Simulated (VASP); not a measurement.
Set up this calculation in VASP 6.6.1, as the native input.

- Task: single point
- Functional: PBE
- Potentials or basis: VASP PAW PBE potentials, release 64 (Ru_pv, Rh_pv, Pd, Ag, Pt)
- Cutoff: 520 eV
- k mesh: 3 × 3 × 3
- Occupations: gaussian, width 0.1 eV
- Spin: no spin polarisation
- Dipole correction: no
- Further INCAR settings: LREAL = Auto; ALGO = Fast; EDIFF = 1e-07; NBANDS = 110; ISYM = 0

The structure of AgPd3Ru5Pt5Rh2 lies in POSCAR:

```
AgPd3Ru5Pt5Rh2
1.0
   -3.9160005936      3.8701573237     -3.9087598035
    3.9178287897      3.8767116949      3.9134859787
    3.9153002470     -3.8748834988     -3.9127856321
Ru Rh Pd Ag Pt
5 2 3 1 5
Direct
    0.2503809201      0.2616297632      0.4930337564
    0.4997073514      0.7398135208      0.7490941085
    0.7461040410      0.0000146147      0.2436458410
    0.2551956268      0.5039866570      0.2555536298
    0.2608072099      0.7466500620      1.0050356782
    0.7372504082      0.7452564967      0.4924268139
    0.7562875920      0.2481021150      1.0059330624
   -0.0002255021      0.2520525508      0.7498683181
   -0.0031075540      0.0010737469      0.0035064725
    1.0015552463      0.7514241548      0.2488348728
    0.2480727749      0.0002082286      0.7484574099
    0.4999126985      0.9934047861      0.4958818060
    0.7507460215      0.5028034930      0.7515106444
    1.0055842710      0.4970892298      0.4996123278
    0.4994502540      0.2478977268      0.2519224202
    0.5014647066      0.5077107935      1.0018040734
```

The input as run:

INCAR

```
  PREC = Accurate
  ENCUT = 520
  EDIFF = 1E-7
  ISMEAR = 0
  SIGMA = 0.1
  LREAL = Auto
  LASPH = T
  NELM = 60
  ALGO = Fast
  ISIF = 2
  LWAVE = F
  LCHARG = T
  GGA = PE
  LELF = T
  LVHAR = T
  NBANDS = 110
  ISYM = 0
```

KPOINTS

```
regular mesh
0
Gamma
  3 3 3
```

Potentials or basis: VASP PAW PBE potentials, release 64 (Ru_pv, Rh_pv, Pd, Ag, Pt).

Launch:

```console
$ cat potpaw_PBE.64/Ru_pv/POTCAR potpaw_PBE.64/Rh_pv/POTCAR potpaw_PBE.64/Pd/POTCAR potpaw_PBE.64/Ag/POTCAR potpaw_PBE.64/Pt/POTCAR > POTCAR
$ mpirun -np 1 vasp_std > vasp.out
```

Results of the run:

```json
{
  "Pressure": "-0.3 GPa",
  "Largest force": "0.011 eV/Å",
  "Band gap on the k mesh": "zero (an odd number of electrons rules out a gap without spin polarisation)"
}
```

Caveat: the k points lie up to 0.38 Å⁻¹ apart, too coarse for converged energies and pressures of a metal; spin-orbit coupling is left out, which moves the levels of the heavy elements.

It took 11 min on 1 thread of AMD EPYC 9R45 96-Core Processor (Zen 5), with other jobs on the host, peak memory 0.48 GiB.
